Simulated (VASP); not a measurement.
## SiC: single point with r2SCAN

SiC:

```
CELL_PARAMETERS angstrom
3.04647 0.00000 0.00000
-1.52323 2.63832 0.00000
0.00000 0.00000 9.97493
ATOMIC_POSITIONS crystal
Si 0.00000 0.00000 0.99986
Si 0.33333 0.66667 0.24991
Si 0.00000 0.00000 0.49986
Si 0.66667 0.33333 0.74991
C 0.00000 0.00000 0.18728
C 0.33333 0.66667 0.43795
C 0.00000 0.00000 0.68728
C 0.66667 0.33333 0.93795
```

```json
{
  "Program": "VASP 6.6.1",
  "Task": "single point",
  "Functional": "r2SCAN",
  "Potentials or basis": "VASP PAW PBE potentials, release 64 (Si, C)",
  "Cutoff": "520 eV",
  "k mesh": "9 × 9 × 2",
  "Occupations": "gaussian, width 0.01 eV",
  "Spin": "no spin polarisation",
  "Dipole correction": "no",
  "Further INCAR settings": "ALGO = Normal; EDIFF = 1e-06; NBANDS = 26"
}
```

```
Pressure               : 7.1 GPa
Largest force          : 0.009 eV/Å
Band gap on the k mesh : 2.75 eV (least direct gap 3.90 eV)
```

Forces on the atoms (eV/Å):
```
Si   0.000  0.000 -0.004
Si   0.000  0.000  0.009
Si   0.000  0.000 -0.004
Si   0.000  0.000  0.009
C    0.000  0.000  0.000
C    0.000  0.000 -0.005
C    0.000  0.000  0.000
C    0.000  0.000 -0.005
```

Stress tensor (GPa, compression positive):
```
7.18 0.00 0.00
0.00 7.18 0.00
0.00 0.00 7.07
```

Levels at points of the mesh, in eV from the valence-band top:
```
           k point  band 12  band 13  band 14  band 15  band 16  band 17  band 18  band 19  band 20  band 21
(0.00, 0.00, 0.00)    -0.62    -0.62    -0.05     0.00     0.00     5.95     6.54     7.21     7.26     7.68
(0.00, 0.00, 0.50)    -1.11    -0.22    -0.22    -0.22    -0.22     6.17     6.17     7.68     7.68     7.79
```

Wall time 4.6 min on 1 thread of Intel Xeon 8259CL (shared host), peak memory 0.22 GiB.

Caveat: the cell stands under pressure; the PAW data sets were made with another functional, which shifts forces and pressure a little. A k mesh can miss the band edges.
